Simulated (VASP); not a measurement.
# W (Immm) in VASP: notebook, part 2 of 2

VASP 6.6.1.

## 3. Single point, r2SCAN (strain +0.0125 x Voigt [1, -1, 0, 0, 0, 0])

POSCAR

```
W
1.0
   -1.6172662500      1.5773337500      1.5973000000
    1.6172662500     -1.5773337500      1.5973000000
    1.6172662500      1.5773337500     -1.5973000000
W
1
Direct
    0.0000000000      0.0000000000      0.0000000000
```

INCAR.step1

```
SYSTEM = W
PREC = Accurate ; ENCUT = 520
ISMEAR = 0 ; SIGMA = 0.15
LREAL = .FALSE. ; LASPH = .TRUE.
NELM = 60 ; NBANDS = 13
GGA = PE ; ALGO = Normal
EDIFF = 1E-4 ; LWAVE = .TRUE.
LCHARG = .FALSE.
```

INCAR.step2

```
SYSTEM = W
PREC = Accurate ; ENCUT = 520
EDIFF = 1E-6 ; ISMEAR = 0
SIGMA = 0.15 ; LREAL = .FALSE.
LASPH = .TRUE. ; NELM = 60
ALGO = Normal ; ISIF = 2
LWAVE = .FALSE. ; LCHARG = .FALSE.
METAGGA = R2SCAN ; LMIXTAU = .TRUE.
NBANDS = 13 ; ISTART = 1
```

KPOINTS

```
Automatic mesh
0
G
  20 20 20
  0 0 0
```

Potentials or basis: VASP PAW PBE potentials, release 64 (W_sv).

Started as:

```
$ cat potpaw_PBE.64/W_sv/POTCAR > POTCAR
$ cp INCAR.step1 INCAR
$ mpirun -np 1 vasp_std > vasp.out
$ cp INCAR.step2 INCAR
$ mpirun -np 1 vasp_std > vasp.out
```

OUTCAR:

```text
SYSTEM = W
   PREC = Accurate
   ENCUT = 520
   EDIFF = 1E-6
   ISMEAR = 0
   LREAL = .FALSE.
   LASPH = .TRUE.
   NELM = 60
   ISIF = 2
   METAGGA = R2SCAN
   ISTART = 1

 ion  position               nearest neighbor table
   1  0.000  0.000  0.000-

  LATTYP: Found a body centered orthorhombic cell.
 ALAT       =     3.1546675000
 B/A-ratio  =     1.0126582278
 C/A-ratio  =     1.0253164557

  Lattice vectors:

 A1 = (  -1.6172662500,  -1.5773337500,  -1.5973000000)
 A2 = (  -1.6172662500,   1.5773337500,   1.5973000000)
 A3 = (   1.6172662500,   1.5773337500,  -1.5973000000)

Analysis of symmetry for initial positions (statically):
=====================================================================
 Subroutine PRICEL returns:
 Original cell was already a primitive cell.

 Routine SETGRP: Setting up the symmetry group for a
 body centered orthorhombic supercell.

 Subroutine GETGRP returns: Found  8 space group operations
 (whereof  8 operations were pure point group operations)
 out of a pool of  8 trial point group operations.

The static configuration has the point symmetry D_2h.

Analysis of symmetry for dynamics (positions and initial velocities):
=====================================================================
 Subroutine PRICEL returns:
 Original cell was already a primitive cell.

 Routine SETGRP: Setting up the symmetry group for a
 body centered orthorhombic supercell.

 Subroutine GETGRP returns: Found  8 space group operations
 (whereof  8 operations were pure point group operations)
 out of a pool of  8 trial point group operations.

The dynamic configuration has the point symmetry D_2h.

 Subroutine INISYM returns: Found  8 space group operations
 (whereof  8 operations are pure point group operations),
 and found     1 'primitive' translations

----------------------------------------------------------------------------------------

                                     Primitive cell

  volume of cell :      16.2986

  direct lattice vectors                    reciprocal lattice vectors
    -1.617266250  1.577333750  1.597300000     0.000000000  0.316990618  0.313028235
     1.617266250 -1.577333750  1.597300000     0.309163689  0.000000000  0.313028235
     1.617266250  1.577333750 -1.597300000     0.309163689  0.316990618  0.000000000

  length of vectors
     2.766748845  2.766748845  2.766748845     0.445499414  0.439964615  0.442792546

  position of ions in fractional coordinates (direct lattice)
     0.000000000  0.000000000  0.000000000

  ion indices of the primitive-cell ions
   primitive index   ion index
                 1           1

----------------------------------------------------------------------------------------

 KPOINTS: Automatic mesh

Automatic generation of k-mesh.
 Grid dimensions read from file:
 generate k-points for:   20   20   20

 Generating k-lattice:

  Cartesian coordinates                     Fractional coordinates (reciprocal lattice)
     0.000000000  0.015849531  0.015651412     0.050000000 -0.000000000  0.000000000
     0.015458184  0.000000000  0.015651412    -0.000000000  0.050000000  0.000000000
     0.015458184  0.015849531  0.000000000     0.000000000 -0.000000000  0.050000000

  Length of vectors
     0.022274971  0.021998231  0.022139627

  Shift w.r.t. Gamma in fractional coordinates (k-lattice)
     0.000000000  0.000000000  0.000000000

 Subroutine IBZKPT returns following result:
 ===========================================

 Found   1166 irreducible k-points:

 Following reciprocal coordinates:
            Coordinates               Weight
  0.000000  0.000000  0.000000      1.000000
  0.050000  0.000000 -0.000000      4.000000
  0.100000 -0.000000  0.000000      4.000000
  0.150000  0.000000  0.000000      4.000000
  0.200000 -0.000000  0.000000      4.000000
  0.250000  0.000000 -0.000000      4.000000
[... 16 lines left out ...]
 -0.450000  0.050000  0.000000      8.000000
 -0.400000  0.050000 -0.000000      8.000000
 [... further k-points ...]
   k-points           NKPTS =   1166   k-points in BZ     NKDIM =   1166   number of bands    NBANDS=     13
   number of dos      NEDOS =    301   number of ions     NIONS =      1
   total plane-waves  NPLWV =  13824
   dimension x,y,z NGX =    24 NGY =   24 NGZ =   24
   dimension x,y,z NGXF=    48 NGYF=   48 NGZF=   48
   ions per type =               1
   NGX,Y,Z   is equivalent  to a cutoff of  14.42, 14.42, 14.42 a.u.
   NGXF,Y,Z  is equivalent  to a cutoff of  28.84, 28.84, 28.84 a.u.
 SYSTEM =  W
   PREC   = accura    normal or accurate (medium, high low for compatibility)
   ISTART =      1    job   : 0-new  1-cont  2-samecut
   ICHARG =      0    charge: 1-file 2-atom 10-const
   ISPIN  =      1    spin polarized calculation?
   LNONCOLLINEAR =      F non collinear calculations
   LSORBIT =      F    spin-orbit coupling
   LASPH  =      T    aspherical Exc in radial PAW
   ENCUT  =  520.0 eV  38.22 Ry    6.18 a.u.   5.14  5.14  5.14*2*pi/ulx,y,z
   NELM   =     60;   NELMIN=  2; NELMDL=  0     # of ELM steps
   EDIFF  = 0.1E-05   stopping-criterion for ELM
   LREAL  =      F    real-space projection
   EDIFFG = 0.1E-04   stopping-criterion for IOM
   NSW    =      0    number of steps for IOM
   IBRION =     -1    ionic relax: 0-MD 1-quasi-New 2-CG
   NFREE  =      0    steps in history (QN), initial steepest desc. (CG)
   ISIF   =      2    stress and relaxation
   ISYM   =      2    0-nonsym 1-usesym 2-fastsym
   POTIM  = 0.5000    time-step for ionic-motion
   TEBEG  =    0.0;   TEEND  =   0.0 temperature during run
   PSTRESS=    0.0 pullay stress
   NELECT =      14.0000    total number of electrons
   NUPDOWN=      -1.0000    fix difference up-down
   EMIN   =  10.00;   EMAX   =-10.00  energy-range for DOS
   EFERMI =   0.00;   METHOD = LEGACY
   ISMEAR =     0;   SIGMA  =   0.15  broadening in eV -4-tet -1-fermi 0-gaus
   EFERMI_NEDOS =   21; number of points for ismear=-14 and -15
   IALGO  =     38    algorithm
   IMIX   =      4    mixing-type and parameters
     AMIX     =   0.40;   BMIX     =  1.00
     AMIX_MAG =   1.60;   BMIX_MAG =  1.00
  volume/ion in A,a.u.               =      16.30       109.99
  Fermi-wavevector in a.u.,A,eV,Ry     =   1.556206  2.940802 32.950261  2.421776
  Thomas-Fermi vector in A             =   2.660035
   LORBIT       =      0    0 simple, 1 ext, 2 COOP (PROOUT), +10 PAW based schemes
   METAGGA = R2SCAN    functional components
   LHFCALC =     F    Hartree Fock is set to
   AEXX    =    0.0000 exact exchange contribution
   IVDW    =     0    specifies the selected vdW correction
   LEPSILON=     F    determine dielectric tensor
   LRPA    =     F    only Hartree local field effects (RPA)
 non-spin polarized calculation
 Gauss-broadening in eV      SIGMA  =   0.15
  energy-cutoff  :      520.00
  volume of cell :       16.30
 maximum number of plane-waves:       454
 NGX is ok and might be reduce to    24
   NGX = 11   NGY = 11   NGZ = 11

 number of electron      14.0000001 magnetization

 Free energy of the ion-electron system (eV)
  ---------------------------------------------------
  ext. energy  EPLUGINS =         0.00000000
  ---------------------------------------------------
  free energy    TOTEN  =       -51.34596567 eV

  energy without entropy =      -51.34224655  energy(sigma->0) =      -51.34410611

 E-fermi :  10.9419     XC(G=0): -14.7806

 val. band max:       10.9402778377   @ k =   0.4500   0.4500   0.0500
 cond. band min:      10.9497750592   @ k =   0.2000  -0.1500   0.1000
 fundamental gap:      0.0094972215
 Fermi energy:        10.9418989730

 k-point     1 :       0.0000    0.0000    0.0000
  band No.  band energies     occupation
      1     -65.2642      2.00000
      2     -28.1710      2.00000
      3     -28.1662      2.00000
      4     -28.1594      2.00000
      5       0.9203      2.00000
      6       9.4855      2.00000
      7       9.6627      2.00000
      8       9.8289      2.00000
      9      13.1859      0.00000
     10      13.5801      0.00000
     11      25.8411      0.00000
     12      26.0899      0.00000
     13      26.3525      0.00000
[... 353 lines left out ...]
 k-point    24 :      -0.4000    0.0500   -0.0000
  band No.  band energies     occupation
      1     -65.1477      2.00000
      2     -29.2374      2.00000
      3     -28.5357      2.00000
      4     -28.1925      2.00000
      5       4.5818      2.00000
      6       7.4181      2.00000
      7       9.7646      2.00000
      8      13.2687      0.00000
      9      14.1408      0.00000
     10      15.3694      0.00000
     11      23.9773      0.00000
     12      24.3561      0.00000
     13      30.1894      0.00000

 [... further k-points ...]

------------------------ aborting loop because EDIFF is reached ----------------------------------------

  FORCE on cell =-STRESS in cart. coord.  units (eV):
  Direction    XX          YY          ZZ          XY          YZ          ZX
  --------------------------------------------------------------------------------------
  -------------------------------------------------------------------------------------
  Total       -1.0713468     -0.1889710     -0.6417436      0.0000000      0.0000000      0.0000000
  in kB     -105.3147129    -18.5760790    -63.0841935      0.0000000      0.0000000      0.0000000
  external PRESSURE =     -62.3249952 kB  Pullay stress =       0.0000000 kB

 VOLUME and BASIS-vectors are now :
 -----------------------------------------------------------------------------
  energy-cutoff  :      520.00
  volume of cell :       16.30
      direct lattice vectors                 reciprocal lattice vectors
    -1.617266250  1.577333750  1.597300000     0.000000000  0.316990618  0.313028235
     1.617266250 -1.577333750  1.597300000     0.309163689  0.000000000  0.313028235
     1.617266250  1.577333750 -1.597300000     0.309163689  0.316990618  0.000000000

 POSITION                                       TOTAL-FORCE (eV/Angst)
 -----------------------------------------------------------------------------------
      0.00000      0.00000      0.00000         0.000000      0.000000      0.000000
 -----------------------------------------------------------------------------------
    total drift:                                0.000000      0.000000      0.000000

  FREE ENERGIE OF THE ION-ELECTRON SYSTEM (eV)
  ---------------------------------------------------
  free  energy   TOTEN  =       -51.3459656715 eV

  energy  without entropy=      -51.3422465473  energy(sigma->0) =      -51.34410611
```

Wall time 4.5 min (1 thread of Intel Xeon 6975P-C (Granite Rapids), shared host); peak memory 0.34 GiB.

Results:

```yaml
Free_energy: -51.3460 eV
Pressure: -6.2 GPa
Band_gap_on_the_k_mesh: zero (bands 7 and 8 overlap by 6.19 eV)
```

Caveat: the cell differs from its parent crystal (strain +0.0125 x Voigt [1, -1, 0, 0, 0, 0]); the cell stands under tension; the PAW data sets were made with another functional, which shifts forces and pressure a little; spin-orbit coupling is left out, which moves the levels of the heavy elements.
